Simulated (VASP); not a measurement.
**HgTe (Coloradoite): single point with PBE**

Crystal: HgTe (Coloradoite).

```xyz
2
Lattice="0.0000 3.2466 3.2145 3.2466 0.0000 3.2145 3.2466 3.2466 0.0000" Properties=species:S:1:pos:R:3 pbc="T T T"
Hg    0.0000    0.0000    0.0000
Te    4.8700    4.8700    4.8217
```

- Program: VASP 6.6.1
- Task: single point
- Functional: PBE
- Potentials or basis: VASP PAW PBE potentials, release 64 (Hg, Te)
- Cutoff: 520 eV
- k mesh: 6 × 6 × 6
- Occupations: fermi-dirac, width 0.05 eV
- Spin: no spin polarisation
- Dipole correction: no
- Further INCAR settings: ALGO = Normal; EDIFF = 1e-06; NBANDS = 16

```
Pressure : 3.6 GPa
```

Stress tensor (GPa, compression positive):
```
3.56 0.00 0.00
0.00 3.56 0.00
0.00 0.00 3.67
```

Levels at points of the mesh, in eV from the Fermi level:
| k point | band 6 | band 7 | band 8 | band 9 | band 10 | band 11 | band 12 | band 13 |
| --- | --- | --- | --- | --- | --- | --- | --- | --- |
| (0.00, 0.00, 0.00) | -6.85 | -0.77 | -0.05 | -0.05 | -0.02 | 4.20 | 4.20 | 4.20 |
| (0.50, 0.00, 0.00) | -6.55 | -5.51 | -1.04 | -0.99 | 0.67 | 4.97 | 5.02 | 6.83 |
| (0.50, 0.50, 0.00) | -6.39 | -5.43 | -2.32 | -2.32 | 1.81 | 2.43 | 8.21 | 8.81 |
| (0.50, 0.00, 0.50) | -6.40 | -5.47 | -2.29 | -2.27 | 1.89 | 2.47 | 8.15 | 8.78 |

It took 28 s on 1 thread of AMD EPYC 9R45 96-Core Processor (Zen 5), on a shared host, peak memory 0.18 GiB.

Caveat: spin-orbit coupling is left out, which moves the levels of the heavy elements.
